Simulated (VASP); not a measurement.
# CoO in VASP: a series of runs

Aim: see how the results for CoO move with the level of theory and the settings. Levels: r2SCAN, PBE, LDA. Tasks: single point.

Everything below comes from runs of VASP 6.6.1. Logs are shortened: lines on timing, memory, paths and dates and some standing lists are left out, and cuts for length are marked.

## 1. The cell of the first run

The structure is tetragonal, space group I4/mmm (No. 139). The conventional cell has a = 3.016 Å, b = 3.016 Å, c = 4.214 Å, α = 90.00°, β = 90.00°, γ = 90.00°. Within 2.8 Å of Co (site symmetry 4/mmm) lie 6 O at 2.11 to 2.13 Å. O (site symmetry 4/mmm) has 6 Co at 2.11 to 2.13 Å within 2.8 Å.

## 2. Single point, r2SCAN, collinear spin, ferromagnetic start

File POSCAR:

```
CoO
1.0
   -1.5080000000      1.5080000000      2.1072475377
    1.5080000000     -1.5080000000      2.1072475377
    1.5080000000      1.5080000000     -2.1072475377
Co O
1 1
Direct
    0.0000000000      0.0000000000      0.0000000000
    0.5000000000      0.5000000000      0.0000000000
```

File INCAR.step1:

```
SYSTEM = CoO
  ALGO = Normal
  EDIFF = 1E-4
  ENCUT = 520
  GGA = PE
  ISMEAR = -1
  ISPIN = 2
  LASPH = .True.
  LCHARG = .False.
  LMAXMIX = 4
  LREAL = .False.
  LWAVE = .True.
  MAGMOM = 2 0
  NBANDS = 18
  NELM = 150
  PREC = Accurate
  SIGMA = 0.05
```

File INCAR.step2:

```
SYSTEM = CoO
  ALGO = Normal
  EDIFF = 1E-6
  ENCUT = 520
  ISIF = 2
  ISMEAR = -1
  ISPIN = 2
  ISTART = 1
  LASPH = .True.
  LCHARG = .False.
  LMAXMIX = 4
  LMIXTAU = .True.
  LORBIT = 11
  LREAL = .False.
  LWAVE = .False.
  MAGMOM = 2 0
  METAGGA = R2SCAN
  NBANDS = 18
  NELM = 150
  PREC = Accurate
  SIGMA = 0.05
```

File KPOINTS:

```
k-points
0
Gamma
  12 12 12
  0 0 0
```

Potentials or basis: VASP PAW PBE potentials, release 64 (Co, O).

Started as:

```
> cat potpaw_PBE.64/Co/POTCAR potpaw_PBE.64/O/POTCAR > POTCAR
> cp INCAR.step1 INCAR
> mpirun -np 1 vasp_std > vasp.out
> cp INCAR.step2 INCAR
> mpirun -np 1 vasp_std > vasp.out
```

OUTCAR:

```text
SYSTEM = CoO
   EDIFF = 1E-6
   ENCUT = 520
   ISIF = 2
   ISMEAR = -1
   ISPIN = 2
   ISTART = 1
   LASPH = .True.
   LORBIT = 11
   LREAL = .False.
   METAGGA = R2SCAN
   NELM = 150
   PREC = Accurate

 ion  position               nearest neighbor table
   1  0.000  0.000  0.000-   2 2.11   2 2.11   2 2.13   2 2.13   2 2.13   2 2.13
   2  0.500  0.500  0.000-   1 2.11   1 2.11   1 2.13   1 2.13   1 2.13   1 2.13

  LATTYP: Found a body centered tetragonal cell.
 ALAT       =     3.0160000000
 C/A-ratio  =     1.3973790038

  Lattice vectors:

 A1 = (  -1.5080000000,   1.5080000000,   2.1072475377)
 A2 = (   1.5080000000,  -1.5080000000,   2.1072475377)
 A3 = (   1.5080000000,   1.5080000000,  -2.1072475377)

Analysis of symmetry for initial positions (statically):
=====================================================================
 Subroutine PRICEL returns:
 Original cell was already a primitive cell.

 Routine SETGRP: Setting up the symmetry group for a
 body centered tetragonal supercell.

 Subroutine GETGRP returns: Found 16 space group operations
 (whereof 16 operations were pure point group operations)
 out of a pool of 16 trial point group operations.

The static configuration has the point symmetry D_4h.

Analysis of symmetry for dynamics (positions and initial velocities):
=====================================================================
 Subroutine PRICEL returns:
 Original cell was already a primitive cell.

 Routine SETGRP: Setting up the symmetry group for a
 body centered tetragonal supercell.

 Subroutine GETGRP returns: Found 16 space group operations
 (whereof 16 operations were pure point group operations)
 out of a pool of 16 trial point group operations.

The dynamic configuration has the point symmetry D_4h.

Analysis of structural, dynamic, and magnetic symmetry:
=====================================================================
 Subroutine PRICEL returns:
 Original cell was already a primitive cell.

 Routine SETGRP: Setting up the symmetry group for a
 body centered tetragonal supercell.

 Subroutine GETGRP returns: Found 16 space group operations
 (whereof 16 operations were pure point group operations)
 out of a pool of 16 trial point group operations.

The overall configuration has the point symmetry D_4h.

 Subroutine INISYM returns: Found 16 space group operations
 (whereof 16 operations are pure point group operations),
 and found     1 'primitive' translations

----------------------------------------------------------------------------------------

                                     Primitive cell

  volume of cell :      19.1681

  direct lattice vectors                    reciprocal lattice vectors
    -1.508000000  1.508000000  2.107247538     0.000000000  0.331564987  0.237276348
     1.508000000 -1.508000000  2.107247538     0.331564987  0.000000000  0.237276348
     1.508000000  1.508000000 -2.107247538     0.331564987  0.331564987  0.000000000

  length of vectors
     2.998102764  2.998102764  2.998102764     0.407719764  0.407719764  0.468903701

  position of ions in fractional coordinates (direct lattice)
     0.000000000  0.000000000  0.000000000
     0.500000000  0.500000000  0.000000000

  ion indices of the primitive-cell ions
   primitive index   ion index
                 1           1
                 2           2

----------------------------------------------------------------------------------------

 KPOINTS: k-points

Automatic generation of k-mesh.
 Grid dimensions read from file:
 generate k-points for:   12   12   12

 Generating k-lattice:

  Cartesian coordinates                     Fractional coordinates (reciprocal lattice)
     0.000000000  0.027630416  0.019773029     0.083333333  0.000000000 -0.000000000
     0.027630416  0.000000000  0.019773029     0.000000000  0.083333333 -0.000000000
     0.027630416  0.027630416  0.000000000     0.000000000  0.000000000  0.083333333

  Length of vectors
     0.033976647  0.033976647  0.039075308

  Shift w.r.t. Gamma in fractional coordinates (k-lattice)
[... 45 lines left out ...]
   NGX = 11   NGY = 11   NGZ = 11

 number of electron      15.0000006 magnetization       2.9999779

 Free energy of the ion-electron system (eV)
  ---------------------------------------------------
  ext. energy  EPLUGINS =         0.00000000
  ---------------------------------------------------
  free energy    TOTEN  =       -21.11575498 eV

  energy without entropy =      -21.09883216  energy(sigma->0) =      -21.10729357

 E-fermi :   7.9796     XC(G=0): -13.1455

 val. band max:        7.9773283235   @ k =  -0.1667   0.3333   0.0833
 cond. band min:       7.9860786541   @ k =  -0.2500   0.5000   0.1667
 fundamental gap:      0.0087503306
 Fermi energy:         7.9796146959

 spin component 1

 k-point     1 :       0.0000    0.0000    0.0000
  band No.  band energies     occupation
      1     -13.4320      1.00000
      2       3.6813      1.00000
      3       3.9414      1.00000
      4       3.9416      1.00000
      5       4.0280      1.00000
      6       4.4858      1.00000
[... 10 lines left out ...]
     17      30.5594      0.00000
     18      33.4249      0.00000
[... 463 lines left out ...]
 k-point    24 :      -0.4167    0.1667    0.0000
  band No.  band energies     occupation
      1     -12.4029      1.00000
      2       0.3301      1.00000
      3       1.5941      1.00000
      4       1.9487      1.00000
      5       4.2565      1.00000
      6       4.7984      1.00000
[... 10 lines left out ...]
     17      36.1637      0.00000
     18      37.7343      0.00000

 [... further k-points ...]

 spin component 2

 k-point     1 :       0.0000    0.0000    0.0000
  band No.  band energies     occupation
      1     -12.8813      1.00000
      2       5.2272      1.00000
      3       5.3173      1.00000
      4       5.3173      1.00000
      5       6.4554      1.00000
      6       6.9535      1.00000
[... 10 lines left out ...]
     17      32.0315      0.00000
     18      34.7374      0.00000
[... 463 lines left out ...]
 k-point    24 :      -0.4167    0.1667    0.0000
  band No.  band energies     occupation
      1     -11.7739      1.00000
      2       1.0747      1.00000
      3       3.2058      1.00000
      4       3.6150      1.00000
      5       7.2401      1.00000
      6       7.5737      0.99970
[... 10 lines left out ...]
     17      36.9550      0.00000
     18      38.5645      0.00000

 [... further k-points ...]

------------------------ aborting loop because EDIFF is reached ----------------------------------------

  FORCE on cell =-STRESS in cart. coord.  units (eV):
  Direction    XX          YY          ZZ          XY          YZ          ZX
  --------------------------------------------------------------------------------------
  -------------------------------------------------------------------------------------
  Total       -0.2073046     -0.2073046     -1.2885518     -0.0000000     -0.0000000      0.0000000
  in kB      -17.3277184    -17.3277184   -107.7045942     -0.0000000     -0.0000000      0.0000000
  external PRESSURE =     -47.4533437 kB  Pullay stress =       0.0000000 kB

 VOLUME and BASIS-vectors are now :
 -----------------------------------------------------------------------------
  energy-cutoff  :      520.00
  volume of cell :       19.17
      direct lattice vectors                 reciprocal lattice vectors
    -1.508000000  1.508000000  2.107247538     0.000000000  0.331564987  0.237276348
     1.508000000 -1.508000000  2.107247538     0.331564987  0.000000000  0.237276348
     1.508000000  1.508000000 -2.107247538     0.331564987  0.331564987  0.000000000

 POSITION                                       TOTAL-FORCE (eV/Angst)
 -----------------------------------------------------------------------------------
      0.00000      0.00000      0.00000        -0.000000      0.000000      0.000000
      0.00000      0.00000      2.10725         0.000000     -0.000000      0.000000
 -----------------------------------------------------------------------------------
    total drift:                               -0.000000      0.000000     -0.000000

  FREE ENERGIE OF THE ION-ELECTRON SYSTEM (eV)
  ---------------------------------------------------
  free  energy   TOTEN  =       -21.1157549796 eV

  energy  without entropy=      -21.0988321644  energy(sigma->0) =      -21.10729357

 total charge

# of ion       s       p       d       tot
------------------------------------------
    1        0.299   0.372   7.106   7.777
    2        1.556   3.481   0.000   5.037
--------------------------------------------------
tot          1.855   3.853   7.106  12.814

 magnetization (x)

# of ion       s       p       d       tot
------------------------------------------
    1        0.024   0.020   2.652   2.696
    2        0.029   0.256   0.000   0.285
--------------------------------------------------
tot          0.053   0.277   2.652   2.982
```

It took 4.8 min on 1 thread of AMD EPYC 9R45 (Zen 5), shared host; peak memory 0.19 GiB.

Results:

```
Free energy                                           : -21.1158 eV
Pressure                                              : -4.7 GPa
Band gap on the k mesh                                : zero (filled and empty bands overlap)
Net moment                                            : 3.00 μB per cell
Site moments                                          : Co +2.70; O +0.28 μB
Valence electrons inside the program's atomic spheres : Co 7.78; O 5.04
```

Levels at points of the mesh, in eV from the Fermi level:
Spin up:
| k point | band 7 | band 8 | band 9 | band 10 | band 11 | band 12 |
| --- | --- | --- | --- | --- | --- | --- |
| (0.00, 0.00, 0.00) | -3.35 | -3.35 | -3.10 | 1.34 | 17.48 | 18.51 |
| (0.50, 0.00, 0.00) | -2.18 | -0.43 | -0.35 | 5.50 | 10.00 | 13.94 |
| (0.50, 0.50, 0.00) | -3.17 | -3.09 | -2.14 | 6.30 | 10.51 | 11.90 |
| (0.50, 0.50, 0.50) | -3.45 | -3.10 | -3.10 | 6.35 | 10.58 | 12.07 |
Spin down:
```csv
k point,band 2,band 3,band 4,band 5,band 6,band 7,band 8,band 9,band 10,band 11
"(0.00, 0.00, 0.00)",-2.75,-2.66,-2.66,-1.52,-1.03,-1.03,0.50,1.37,2.15,17.77
"(0.50, 0.00, 0.00)",-7.87,-4.83,-4.62,-0.50,0.05,0.24,3.27,3.92,5.97,11.16
"(0.50, 0.50, 0.00)",-6.64,-4.09,-3.93,-2.14,-0.39,0.25,1.10,2.28,7.42,11.26
"(0.50, 0.50, 0.50)",-6.69,-4.03,-4.03,-2.60,0.24,0.24,1.50,1.93,7.44,11.43
```

Caveat: the PAW data sets were made with another functional, which shifts forces and pressure a little; a cell with one magnetic atom can't hold antiferromagnetic order, which such compounds often take; semilocal functionals often make such compounds metallic where correlation or magnetic order opens a gap, which also shifts bond lengths. With open d or f shells a metallic result of r2SCAN can be an artefact of self-interaction; +U or a hybrid may open a gap.

## 3. Single point, PBE

File INCAR:

```
PREC = Accurate
ENCUT = 520
EDIFF = 1E-6
ISMEAR = -1
SIGMA = 0.05
LREAL = F
LASPH = T
NELM = 60
ALGO = Normal
ISIF = 2
LWAVE = F
LCHARG = F
GGA = PE
NBANDS = 14
```

File KPOINTS:

```
Automatic mesh
0
Gamma
  12 12 12
```

POSCAR is that of step 2.

Potentials or basis: VASP PAW PBE potentials, release 64 (Co, O).

Started as:

```
> cat potpaw_PBE.64/Co/POTCAR potpaw_PBE.64/O/POTCAR > POTCAR
> mpirun -np 1 vasp_std > vasp.out
```

It took 23 s on 1 thread of Intel Xeon 6975P-C, shared host; peak memory 0.17 GiB.

The run converged. Its results:

* Free energy: -12.6076 eV
* Pressure: -18.3 GPa

Stress tensor (GPa, compression positive):
```
-18.54   0.00   0.00
  0.00 -18.54   0.00
  0.00   0.00 -17.80
```

Levels at points of the mesh, in eV from the Fermi level:
```tsv
k point	band 5	band 6	band 7	band 8	band 9	band 10	band 11	band 12
(0.00, 0.00, 0.00)	-1.40	-1.40	-1.34	-1.01	-1.01	1.38	17.10	18.74
(0.50, 0.00, 0.00)	-0.49	-0.48	-0.20	1.56	1.63	5.40	9.72	13.88
(0.50, 0.50, 0.00)	-2.45	-0.59	-0.20	-0.19	-0.13	6.61	9.93	12.47
(0.50, 0.50, 0.50)	-2.43	-0.56	-0.20	-0.20	-0.13	6.62	10.08	12.32
```

Caveat: an odd number of electrons without spin polarisation forces a metal; a magnetic or distorted state may lie lower; the run has no spin polarisation, though such a crystal can be magnetic; semilocal functionals often make such compounds metallic where correlation or magnetic order opens a gap, which also shifts bond lengths. Spin polarisation is off, so any magnetic state and its effect on volume and gap are missing.

## 4. Single point, PBE, collinear spin, ferromagnetic start

File INCAR:

```
PREC = Accurate ; ENCUT = 520
EDIFF = 1E-6 ; ISMEAR = -1
SIGMA = 0.05 ; LREAL = False
LASPH = True ; NELM = 150
ALGO = Normal ; ISIF = 2
LWAVE = False ; LCHARG = True
ISPIN = 2 ; MAGMOM = 1.71 0
LORBIT = 11 ; LMAXMIX = 4
GGA = PE ; LELF = True
LVHAR = True ; NBANDS = 18
```

KPOINTS is that of step 3.

POSCAR is that of step 3.

Started as:

```
> cat potpaw_PBE.64/Co/POTCAR potpaw_PBE.64/O/POTCAR > POTCAR
> mpirun -np 1 vasp_std > vasp.out
```

Wall time 81 s (1 thread of Intel Xeon 6975P-C, shared host); peak memory 0.22 GiB.

Results (log left out):

| Property | Result |
| --- | --- |
| Free energy | -13.0635 eV |
| Pressure | -0.7 GPa |
| Net moment | 2.88 μB per cell |
| Site moments | Co +2.54; O +0.29 μB |
| Valence electrons inside the program's atomic spheres | Co 7.81; O 4.98 |

Stress tensor (GPa, compression positive):
```
-0.74  0.00  0.00
 0.00 -0.74  0.00
 0.00  0.00 -0.58
```

Levels at points of the mesh, in eV from the Fermi level:
Spin up:
```tsv
k point	band 7	band 8	band 9	band 10	band 11	band 12
(0.00, 0.00, 0.00)	-3.10	-3.10	-2.98	1.05	16.89	18.19
(0.50, 0.00, 0.00)	-1.77	0.10	0.17	5.10	9.43	13.37
(0.50, 0.50, 0.00)	-2.39	-2.06	-2.00	5.93	9.83	11.77
(0.50, 0.50, 0.50)	-2.39	-2.07	-2.07	5.94	9.98	11.65
```
Spin down:
| k point | band 3 | band 4 | band 5 | band 6 | band 7 | band 8 | band 9 | band 10 |
| --- | --- | --- | --- | --- | --- | --- | --- | --- |
| (0.00, 0.00, 0.00) | -2.58 | -2.58 | -1.13 | -1.13 | -1.09 | 0.03 | 0.08 | 1.59 |
| (0.50, 0.00, 0.00) | -4.70 | -4.66 | -0.15 | -0.11 | 0.18 | 2.70 | 2.74 | 5.38 |
| (0.50, 0.50, 0.00) | -3.90 | -3.79 | -2.24 | 0.10 | 0.14 | 0.51 | 1.02 | 6.78 |
| (0.50, 0.50, 0.50) | -3.88 | -3.88 | -2.25 | 0.13 | 0.13 | 0.58 | 0.98 | 6.78 |

Caveat: a cell with one magnetic atom can't hold antiferromagnetic order, which such compounds often take; semilocal functionals often make such compounds metallic where correlation or magnetic order opens a gap, which also shifts bond lengths. With open d or f shells a metallic result of PBE can be an artefact of self-interaction; +U or a hybrid may open a gap.

## 5. Single point, LDA, collinear spin, ferromagnetic start

File INCAR:

```
  ALGO = Normal
  EDIFF = 1E-6
  ENCUT = 520
  ISIF = 2
  ISMEAR = -1
  ISPIN = 2
  LASPH = T
  LCHARG = F
  LMAXMIX = 4
  LORBIT = 11
  LREAL = F
  LWAVE = F
  MAGMOM = 2 0
  NBANDS = 18
  NELM = 150
  PREC = Accurate
  SIGMA = 0.05
```

File KPOINTS:

```
k-points
0
Gamma
  7 7 7
```

File POSCAR:

```
CoO
1.0
   -1.5080000000      1.5080000000      2.1072475377
    1.5080000000     -1.5080000000      2.1072475377
    1.5080000000      1.5080000000     -2.1072475377
Co O
1 1
Direct
    0.0038150000      0.0023350000     -0.0008620000
    0.4991960000      0.5036210000      0.0040850000
```

Potentials or basis: VASP PAW LDA potentials, release 64 (Co, O).

Started as:

```
> cat potpaw_LDA.64/Co/POTCAR potpaw_LDA.64/O/POTCAR > POTCAR
> mpirun -np 1 vasp_std > vasp.out
```

Run time: 3 min. Hardware: 1 thread of AMD EPYC 7R43 (Zen 3), shared host; peak memory 0.16 GiB.

Results (log left out):

```yaml
Free_energy: -14.6878 eV
Pressure: -20.5 GPa
Largest_force: 0.011 eV/Å
Net_moment: 2.61 μB per cell
Site_moments: Co +2.29; O +0.26 μB
Valence_electrons_inside_the_program's_atomic_spheres: Co 7.86; O 4.92
```

Forces on the atoms (eV/Å):
```
Co  -0.011  0.001  0.002
O    0.011 -0.001 -0.002
```

Stress tensor (GPa, compression positive):
```
-20.43   0.00   0.02
  0.00 -20.41   0.00
  0.02   0.00 -20.56
```

Levels at points of the mesh, in eV from the Fermi level:
Spin up:
| k point | band 5 | band 6 | band 7 | band 8 | band 9 | band 10 | band 11 | band 12 | band 13 | band 14 |
| --- | --- | --- | --- | --- | --- | --- | --- | --- | --- | --- |
| (0.00, 0.00, 0.00) | -2.91 | -2.90 | -2.87 | -2.86 | -2.83 | 0.98 | 16.63 | 18.01 | 18.01 | 18.03 |
Spin down:
| k point | band 2 | band 3 | band 4 | band 5 | band 6 | band 7 | band 8 | band 9 | band 10 | band 11 |
| --- | --- | --- | --- | --- | --- | --- | --- | --- | --- | --- |
| (0.00, 0.00, 0.00) | -2.93 | -2.88 | -2.88 | -1.15 | -1.14 | -1.08 | -0.49 | -0.48 | 1.46 | 16.72 |

Caveat: the k points lie up to 0.42 Å⁻¹ apart; a cell with one magnetic atom can't hold antiferromagnetic order, which such compounds often take; semilocal functionals often make such compounds metallic where correlation or magnetic order opens a gap, which also shifts bond lengths.

## 6. Summary

```tsv
level	potentials or basis	spin	k mesh	gap on the mesh (eV)	pressure (GPa)	moment (μB)
r2SCAN	VASP PAW PBE potentials, release 64 (Co, O)	collinear, ferromagnetic start	12 × 12 × 12	none	-4.7	3.00
PBE	VASP PAW PBE potentials, release 64 (Co, O)	off	12 × 12 × 12	none	-18.3	-
PBE	VASP PAW PBE potentials, release 64 (Co, O)	collinear, ferromagnetic start	12 × 12 × 12	none	-0.7	2.88
LDA	VASP PAW LDA potentials, release 64 (Co, O)	collinear, ferromagnetic start	7 × 7 × 7	none	-20.5	2.61
```

Some of these runs hold the atoms at other places in the same cell, which the table doesn't show; runs alike in all that it shows share one row.

Alike in all rows: task single point; cell as given; cutoff (eV) 520; smearing fermi-dirac 0.05 eV.

Caveats: some runs use coarse meshes; semilocal functionals often make such compounds metallic where correlation or magnetic order opens a gap, which also shifts bond lengths; a cell with one magnetic atom can't hold antiferromagnetic order, which such compounds often take (some runs); the PAW data sets were made with another functional, which shifts forces and pressure a little (some runs); an odd number of electrons without spin polarisation forces a metal (some runs); a magnetic or distorted state may lie lower (some runs).

Total energies depend on the potentials used, so only differences within one code and one set of settings carry meaning.
